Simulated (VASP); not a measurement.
Write the native input for VASP 6.6.1 that does the following.

```yaml
Task: single point
Functional: PBEsol
Potentials_or_basis: VASP PAW PBE potentials, release 64 (Ga_d, P)
Cutoff: 520 eV
k_mesh: 12 × 12 × 12
Occupations: fermi-dirac, width 0.08 eV
Spin: no spin polarisation
Dipole_correction: no
Further_INCAR_settings: ALGO = Normal; EDIFF = 1e-06; NBANDS = 16
```

The structure of GaP lies in POSCAR:

```
GaP
1.0
    0.0000000000      2.7343040532      2.7343040532
    2.7343040532      0.0000000000      2.7343040532
    2.7343040532      2.7343040532      0.0000000000
Ga P
1 1
Direct
    0.0000000000      0.0000000000      0.0000000000
    0.7500000000      0.7500000000      0.7500000000
```

This cell differs from its parent crystal: volume scaled by 1.01.

These files were run (other wordings do the same):

INCAR

```
SYSTEM = GaP
ALGO     = Normal         ! electronic algorithm
EDIFF    = 1E-6           ! SCF threshold, eV
ENCUT    = 520            ! plane-wave cutoff, eV
GGA      = PS             ! functional
ISIF     = 2              ! what is computed and relaxed
ISMEAR   = -1             ! smearing method
LASPH    = .TRUE.         ! aspherical terms in the spheres
LCHARG   = .TRUE.         ! write CHGCAR
LELF     = .TRUE.         ! ELF
LREAL    = .FALSE.        ! projectors in reciprocal space
LVHAR    = .TRUE.       
LWAVE    = .FALSE.        ! write WAVECAR
NBANDS   = 16             ! bands
NELM     = 80             ! most SCF steps
PREC     = Accurate       ! precision mode
SIGMA    = 0.08           ! smearing width, eV
```

KPOINTS

```
k-points
0
G
  12 12 12
  0 0 0
```

Potentials or basis: VASP PAW PBE potentials, release 64 (Ga_d, P).

Launch:

```sh
$ cat potpaw_PBE.64/Ga_d/POTCAR potpaw_PBE.64/P/POTCAR > POTCAR
$ mpirun -np 1 vasp_std > vasp.out
```

It gave:

```yaml
Pressure: -1.4 GPa
Band_gap_on_the_k_mesh: 1.49 eV, indirect (least direct gap 1.67 eV)
```

Caveat: the PAW data sets were made with another functional, which shifts forces and pressure a little.

It took 20 s on 1 thread of Intel(R) Xeon(R) 6975P-C (Granite Rapids), with other jobs on the host, peak memory 0.19 GiB.
